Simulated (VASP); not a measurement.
Runs of VASP 6.6.1 on Pt. The structure is that of space group P6_3/mmc (No. 194), or close to it. The cells are those of the table. 

```tsv
cell	gap on the mesh (eV)	pressure (GPa)
a = 2.692, b = 2.692, c = 4.792 Å, angles 90.0, 90.0, 120.0°, 2 atoms	none	(a)
a = 3.037, b = 3.037, c = 4.792 Å, angles 90.0, 90.0, 120.0°, 2 atoms	none	-34.5
a = 3.002, b = 3.002, c = 4.792 Å, angles 90.0, 90.0, 120.0°, 2 atoms	none	(b)
a = 2.623, b = 2.623, c = 4.792 Å, angles 90.0, 90.0, 120.0°, 2 atoms	none	22.3
a = 2.554, b = 2.554, c = 4.792 Å, angles 90.0, 90.0, 120.0°, 2 atoms	none	49.5
a = 2.485, b = 2.485, c = 4.792 Å, angles 90.0, 90.0, 120.0°, 2 atoms	none	86.8
a = 2.968, b = 2.968, c = 4.792 Å, angles 90.0, 90.0, 120.0°, 2 atoms	none	-31.8
a = 2.830, b = 2.830, c = 4.792 Å, angles 90.0, 90.0, 120.0°, 2 atoms	none	-20.9
a = 2.899, b = 2.899, c = 4.792 Å, angles 90.0, 90.0, 120.0°, 2 atoms	none	-27.5
```

Alike in all rows: task single point; level PBEsol; potentials or basis VASP PAW PBE potentials, release 64 (Pt); no spin polarisation; k mesh 18 × 18 × 10; cutoff (eV) 520; smearing gaussian 0.15 eV.

**Question.** Fill in the values left out.

**Answer.** (a) 2.8; (b) -33.3.

Caveats: the PAW data sets were made with another functional, which shifts forces and pressure a little; spin-orbit coupling is left out, which moves the levels of the heavy elements.

A k mesh can miss the band edges, and the runs leave out spin-orbit coupling on Pt.

A gap of «none» marks levels without a gap at the run's occupations.
